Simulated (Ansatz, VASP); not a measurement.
## C in VASP and in Ansatz

Contents of POSCAR:

```
C
1.0
    2.4700000000      0.0000000000      0.0000000000
   -1.2350000000      2.1390827500      0.0000000000
    0.0000000000      0.0000000000      6.7900000000
C
4
Direct
    0.0000000000      0.0000000000      0.0000000000
    0.0000000000      0.0000000000      0.5000000000
    0.3333333333      0.6666666667      0.0050000000
    0.6666666667      0.3333333333      0.5050000000
```

File INCAR.step1:

```
PREC = Accurate ; ENCUT = 600
ISMEAR = -1 ; SIGMA = 0.1
LREAL = False ; LASPH = True
NELM = 60 ; GGA = PE
ALGO = Normal ; EDIFF = 1E-4
LWAVE = True ; LCHARG = False
```

File INCAR.step2:

```
PREC = Accurate ; ENCUT = 600
EDIFF = 1E-6 ; ISMEAR = -1
SIGMA = 0.1 ; LREAL = False
LASPH = True ; NELM = 60
ALGO = Normal ; ISIF = 3
LWAVE = False ; LCHARG = False
METAGGA = R2SCAN ; LMIXTAU = True
IBRION = 2 ; NSW = 80
EDIFFG = -0.01 ; ISTART = 1
```

Contents of KPOINTS:

```
Automatic mesh
0
Gamma
  20 20 7
```

Input for Ansatz:

```yaml
crystal:
  lattice:
    - [2.47, 0.0, 0.0]
    - [-1.235, 2.13908275, 0.0]
    - [0.0, 0.0, 6.79]
  atoms:
    - { symbol: C, position: [0.0, 0.0, 0.0] }
    - { symbol: C, position: [0.0, 0.0, 0.5] }
    - { symbol: C, position: [0.3333333333333333, 0.6666666666666666, 0.005] }
    - { symbol: C, position: [0.6666666666666666, 0.3333333333333333, 0.505] }
basis:
  ecutwfc: 650.0
kpoints:
  mp_grid:
    grid: [20, 20, 7]
hamiltonian:
  xc: r2scan
  pseudopotentials:
    kind: paw
scf:
  convergence:
    dr2_threshold: 1.0e-10
  occupations:
    method: fermi_dirac
    width: 0.1
relax:
  cell: {}
```

Alike in both runs: task relaxation of cell and atoms; functional r2SCAN; k mesh 20 × 20 × 7; occupations fermi-dirac, width 0.1 eV; no spin polarisation.

|  | VASP | Ansatz |
| --- | --- | --- |
| version | VASP 6.6.1 | Ansatz 0.2.0 |
| potentials or method | VASP PAW PBE potentials, release 64 (C), cutoff 600 eV | plane waves, PAW |
| valence electrons in the cell | 16 | 16 |

|  | VASP | Ansatz | Ansatz less VASP |
| --- | --- | --- | --- |
| relaxed volume (Å³/atom) | 9.07 | 9.20 | +0.128 |
| relaxed length of the cell vector where the two differ most in proportion (Å) | 6.943 | 7.046 | +0.1032 |

VASP's potentials were made for PBE, not for r2SCAN.
